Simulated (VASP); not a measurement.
Runs of VASP 6.6.1 on AlN. The structure is that of space group P6_3mc (No. 186), or close to it. The cells are those of the table. 

| level | cell | k mesh | gap on the mesh (eV) | pressure (GPa) | largest force (eV/Å) |
| --- | --- | --- | --- | --- | --- |
| r2SCAN | a = 3.137, b = 3.137, c = 5.028 Å, angles 90.0, 90.0, 120.0°, 4 atoms | 9 × 9 × 4 | 4.65 | -6.3 | 0.01 |
| PBE | a = 3.130, b = 3.130, c = 5.018 Å, angles 90.0, 90.0, 120.0°, 4 atoms | 9 × 9 × 4 | 4.04 | -0.3 | - |
| r2SCAN | a = 3.168, b = 3.168, c = 5.076 Å, angles 90.0, 90.0, 120.0°, 4 atoms | 9 × 9 × 4 | (b) | -11.4 | 0.02 |
| r2SCAN | a = 3.043, b = 3.043, c = 4.877 Å, angles 90.0, 90.0, 120.0°, 4 atoms | 9 × 9 × 4 | 5.51 | (a) | 0.03 |
| PBE | a = 3.192, b = 3.192, c = 5.116 Å, angles 90.0, 90.0, 120.0°, 4 atoms | 9 × 9 × 4 | 3.54 | -10.3 | 0.02 |
| r2SCAN | a = 3.107, b = 3.107, c = 4.979 Å, angles 90.0, 90.0, 120.0°, 4 atoms | 9 × 9 × 4 | 4.92 | -0.4 | - |
| r2SCAN | a = 3.107, b = 3.107, c = 4.979 Å, angles 90.0, 90.0, 120.0°, 4 atoms | 12 × 12 × 6 | 4.92 | -0.4 | - |
| r2SCAN | a = 3.075, b = 3.075, c = 4.928 Å, angles 90.0, 90.0, 120.0°, 4 atoms | 9 × 9 × 4 | 5.21 | 6.4 | 0.02 |

Alike in all rows: task single point; potentials or basis VASP PAW PBE potentials, release 64 (Al, N); no spin polarisation; cutoff (eV) 520; smearing gaussian 0.01 eV.

Estimate the missing entries.

(a) 14.4; (b) 4.39.

Caveats: the PAW data sets were made with another functional, which shifts forces and pressure a little (some runs).

A k mesh can miss the band edges.
